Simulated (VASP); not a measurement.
Here is a VASP 6.6.1 calculation.

Contents of INCAR:

```
SYSTEM = Sc
PREC = Accurate
ENCUT = 500
EDIFF = 1E-6
ISMEAR = -1
SIGMA = 0.05
LREAL = .FALSE.
LASPH = .TRUE.
NELM = 120
ALGO = Normal
ISIF = 2
LWAVE = .FALSE.
LCHARG = .FALSE.
GGA = PE
IVDW = 12
NBANDS = 24
ISYM = -1
GGA_COMPAT = .FALSE.
KPAR = 1
```

The input KPOINTS:

```
explicit points
352
Reciprocal
  0.06250000   0.06250000   0.04545455 2
  0.06250000   0.06250000   0.13636364 2
  0.06250000   0.06250000   0.22727273 2
  0.06250000   0.06250000   0.31818182 2
  0.06250000   0.06250000   0.40909091 2
  0.06250000   0.06250000   0.50000000 2
[... 344 lines left out ...]
  0.43750000   0.93750000   0.86363636 2
  0.43750000   0.93750000   0.95454545 2
```

POSCAR

```
Sc
1.0
    4.8365697325      0.0000000000      0.0000000000
   -2.4182848662      4.1885922555      0.0000000000
    0.0000000000      0.0000000000      3.0459062202
Sc
3
Direct
    0.0000000000      0.0000000000      0.0000000000
    0.3333333333      0.6666666667      0.5000000000
    0.6666666667      0.3333333333      0.5000000000
```

Potentials or basis: VASP PAW PBE potentials, release 64 (Sc_sv).

The run is started by

```bash
$ cat potpaw_PBE.64/Sc_sv/POTCAR > POTCAR
$ mpirun -np 4 vasp_std > vasp.out
```

(1) What does it give for the largest force?

(2) Estimate the band gap on the k mesh.

Answers

(1) 0.005 eV/Å.

(2) zero (an odd number of electrons rules out a gap without spin polarisation).
